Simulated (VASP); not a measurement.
## Hf3BiPt: single point with PBE

The system is Hf3BiPt.

```
Hf Bi Pt
1.0
     5.10374    0.00000    0.00000
     0.00000    5.10374    0.00000
     0.00000    0.00000    5.10374
Hf Bi Pt
3 1 1
Cartesian
  0.0000 2.5519 2.5519
  2.5519 0.0000 2.5519
  2.5519 2.5519 0.0000
  0.0000 0.0000 0.0000
  2.5519 2.5519 2.5519
```

| Item | Value |
| --- | --- |
| Program | VASP 6.6.1 |
| Task | single point |
| Functional | PBE |
| Potentials or basis | VASP PAW PBE potentials, release 64 (Hf_pv, Bi_d, Pt) |
| Cutoff | 520 eV |
| k mesh | 4 × 4 × 4 |
| Occupations | gaussian, width 0.1 eV |
| Spin | no spin polarisation |

```
Pressure : -0.7 GPa
```

Levels at points of the mesh, in eV from the Fermi level:
| k point | band 23 | band 24 | band 25 | band 26 | band 27 | band 28 | band 29 | band 30 | band 31 | band 32 |
| --- | --- | --- | --- | --- | --- | --- | --- | --- | --- | --- |
| (0.00, 0.00, 0.00) | -1.90 | -1.90 | -1.79 | -1.79 | -1.15 | 0.67 | 0.67 | 0.67 | 2.07 | 2.07 |
| (0.50, 0.00, 0.00) | -2.36 | -1.86 | -1.86 | -0.82 | -0.82 | -0.61 | 0.41 | 0.53 | 0.66 | 0.88 |
| (0.50, 0.50, 0.00) | -4.16 | -2.56 | -1.44 | -1.29 | -1.29 | 0.24 | 0.58 | 0.58 | 1.27 | 1.34 |
| (0.50, 0.50, 0.50) | -3.56 | -3.56 | -2.38 | -2.38 | -2.38 | 0.15 | 0.15 | 0.15 | 0.35 | 0.65 |

It took 40 s on 1 thread of Intel(R) Xeon(R) Platinum 8375C CPU @ 2.90GHz (Ice Lake), on a shared host, peak memory 0.26 GiB.

Caveat: spin-orbit coupling is left out, which moves the levels of the heavy elements.
